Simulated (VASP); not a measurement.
**ZnB2H: single point with PBE**

ZnB2H:

```xyz
4
Lattice="1.8219 -2.2655 0.0000 1.8219 2.2655 0.0000 0.0000 0.0000 4.5398" Properties=species:S:1:pos:R:3 pbc="T T T"
Zn    0.0000    0.0000    0.0000
B     1.8219    0.6612    0.0000
B     1.8219   -0.6612    0.0000
H     1.8219    0.0000    2.2699
```

```json
{"Program": "VASP 6.6.1", "Task": "single point", "Functional": "PBE", "Potentials or basis": "VASP PAW PBE potentials, release 64 (Zn, B, H)", "Cutoff": "520 eV", "k mesh": "6 × 6 × 4", "Occupations": "gaussian, width 0.1 eV", "Spin": "no spin polarisation", "Dipole correction": "no", "Further INCAR settings": "ALGO = Normal; EDIFF = 1e-07; NBANDS = 18"}
```

* Pressure: 90.7 GPa
* Largest force: 0.792 eV/Å

Forces on the atoms (eV/Å):
```
Zn   0.000  0.000  0.000
B    0.000  0.792  0.000
B    0.000 -0.792  0.000
H    0.000  0.000  0.000
```

Stress tensor (GPa, compression positive):
```
 39.25   0.00   0.00
  0.00 242.66   0.00
  0.00   0.00  -9.86
```

Levels at points of the mesh, in eV from the Fermi level:
| k point | band 8 | band 9 | band 10 | band 11 | band 12 | band 13 |
| --- | --- | --- | --- | --- | --- | --- |
| (0.00, 0.00, 0.00) | -2.64 | -1.37 | -0.50 | 0.99 | 1.81 | 8.72 |
| (0.50, 0.00, 0.00) | -4.24 | -1.59 | -1.10 | 0.44 | 4.88 | 6.30 |
| (0.50, 0.50, 0.00) | -7.96 | -0.94 | -0.51 | 0.64 | 2.60 | 6.16 |
| (0.00, 0.00, 0.50) | -1.35 | -0.47 | 0.48 | 1.04 | 1.84 | 8.34 |
| (0.50, 0.00, 0.50) | -4.22 | -3.80 | -0.85 | 2.56 | 5.72 | 8.60 |
| (0.50, 0.50, 0.50) | -7.93 | -2.77 | -0.16 | 1.59 | 3.10 | 5.23 |

Wall time 62 s on 1 thread of AMD EPYC 7R13 (shared host), peak memory 0.14 GiB.

Caveat: the k points lie up to 0.37 Å⁻¹ apart.
